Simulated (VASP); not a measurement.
Input of a VASP 6.6.1 run:

INCAR

```
  PREC = Accurate
  ENCUT = 520
  EDIFF = 1E-6
  ISMEAR = 0
  SIGMA = 0.1
  LREAL = F
  LASPH = T
  NELM = 80
  ALGO = Normal
  ISIF = 2
  LWAVE = F
  LCHARG = F
  GGA = PE
  NBANDS = 26
```

The input KPOINTS:

```
regular mesh
0
Gamma
  4 2 4
```

POSCAR

```
Al3BAs4
1.0
    3.8820783970      0.0000000000      0.0000000000
    0.0000000000      7.8285902605      0.0000000000
    0.0000000000      0.0000000000      5.5038756201
Al B As
3 1 4
Direct
    0.0000000000      0.0000000000     -0.0045947789
    0.5000000000      0.7318507877      0.5014265859
    0.5000000000      0.2681492123      0.5014265859
    0.0000000000      0.5000000000      0.0115672431
    0.0000000000      0.2769510567      0.2292907526
    0.0000000000      0.7230489433      0.2292907526
    0.5000000000      0.0000000000      0.7269557681
    0.5000000000      0.5000000000      0.8046370907
```

Potentials or basis: VASP PAW PBE potentials, release 64 (Al, B, As).

The run is started by

```sh
$ cat potpaw_PBE.64/Al/POTCAR potpaw_PBE.64/B/POTCAR potpaw_PBE.64/As/POTCAR > POTCAR
$ mpirun -np 1 vasp_std > vasp.out
```

Problem. What does it give for the pressure?

Solution. 0.3 GPa.

Problem. Estimate the largest force.

Solution. 0.015 eV/Å.

Problem. Predict the band gap on the k mesh.

Solution. 0.83 eV.

Forces in eV/Å, atoms in the order of the input:
```
Al   0.000  0.000 -0.004
Al   0.000 -0.008 -0.004
Al   0.000  0.008 -0.004
B    0.000  0.000 -0.014
As   0.000 -0.006  0.013
As   0.000  0.006  0.013
As   0.000  0.000  0.015
As   0.000  0.000 -0.015
```

A k mesh can miss the band edges.
